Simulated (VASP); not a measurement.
**PtSe2: single point with r2SCAN**

Crystal: PtSe2.

```
Pt Se
1.0
     1.85921    3.22024    0.00000
    -1.85921    3.22024    0.00000
     0.00000    0.00000    5.80140
Pt Se
1 2
Direct
  0.00000 0.00000 0.00000
  0.33333 0.33333 0.22591
  0.66667 0.66667 0.77409
```

| Property | Result |
| --- | --- |
| Program | VASP 6.6.1 |
| Task | single point |
| Functional | r2SCAN |
| Potentials or basis | VASP PAW PBE potentials, release 64 (Pt, Se) |
| Cutoff | 520 eV |
| k mesh | 9 × 9 × 6 |
| Occupations | fermi-dirac, width 0.1 eV |
| Spin | no spin polarisation |
| Dipole correction | no |
| Further INCAR settings | ALGO = Normal; EDIFF = 1e-06; NBANDS = 18 |

The pressure is 0.1 GPa and the largest force is 0.010 eV/Å. The band gap on the k mesh is 0.70 eV, indirect (least direct gap 1.04 eV).

Forces in eV/Å, atoms in the order of the input:
```
Pt   0.000  0.000  0.000
Se   0.000  0.000  0.010
Se   0.000  0.000 -0.010
```

Levels at points of the mesh, in eV from the valence-band top:
```tsv
k point	band 7	band 8	band 9	band 10	band 11	band 12	band 13	band 14	band 15	band 16
(0.00, 0.00, 0.00)	-3.65	-2.22	-0.63	-0.63	-0.03	2.35	2.35	4.80	5.19	8.33
(0.00, 0.00, 0.50)	-3.66	-2.19	-1.56	-0.76	-0.76	2.62	2.62	5.57	6.63	8.10
```

It took 110 s on 1 thread of Intel(R) Xeon(R) 6975P-C (Granite Rapids), with other jobs on the host, peak memory 0.24 GiB.

Caveat: the PAW data sets were made with another functional, which shifts forces and pressure a little; spin-orbit coupling is left out, which moves the levels of the heavy elements. r2SCAN opens gaps a little over a GGA but as a rule still falls short of measured ones.
